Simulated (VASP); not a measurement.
Input of a VASP 6.6.1 run:

POSCAR

```
Li2Se
1.0
    0.0000000000      2.9927814600      2.9927814600
    2.9927814600      0.0000000000      2.9927814600
    2.9927814600      2.9927814600      0.0000000000
Li Se
2 1
Direct
    0.2500000000      0.2500000000      0.2500000000
    0.7500000000      0.7500000000      0.7500000000
    0.0000000000      0.0000000000      0.0000000000
```

INCAR.step1

```
ALGO = Normal
EDIFF = 1E-5
EDIFFG = -0.01
ENCUT = 720
GGA = PE
GGA_COMPAT = False
IBRION = 2
ISMEAR = -1
LASPH = True
LCHARG = False
LREAL = False
LWAVE = True
NELM = 120
NELMIN = 4
NSW = 100
PREC = Accurate
SIGMA = 0.02
```

The input INCAR.step2:

```
ALGO = Normal
EDIFF = 1E-7
EDIFFG = -0.01
ENCUT = 720
GGA_COMPAT = False
IBRION = 2
ISIF = 2
ISMEAR = -1
ISTART = 1
LASPH = True
LCHARG = False
LMIXTAU = True
LREAL = False
LWAVE = False
METAGGA = R2SCAN
NELM = 120
NELMIN = 4
NSW = 50
PREC = Accurate
SIGMA = 0.02
```

File KPOINTS:

```
k-points
0
Gamma
  8 8 8
```

Potentials or basis: VASP PAW PBE potentials, release 64 (Li_sv, Se).

The run is started by

```bash
$ cat potpaw_PBE.64/Li_sv/POTCAR potpaw_PBE.64/Se/POTCAR > POTCAR
$ cp INCAR.step1 INCAR
$ mpirun -np 1 vasp_std > vasp.out
$ cp INCAR.step2 INCAR
$ mpirun -np 1 vasp_std > vasp.out
```

(1) Estimate the band gap on the k mesh.

Answers

(1) 3.46 eV (least direct gap 4.18 eV).

Caveat: the relaxation stopped at its first step, so nothing moved.
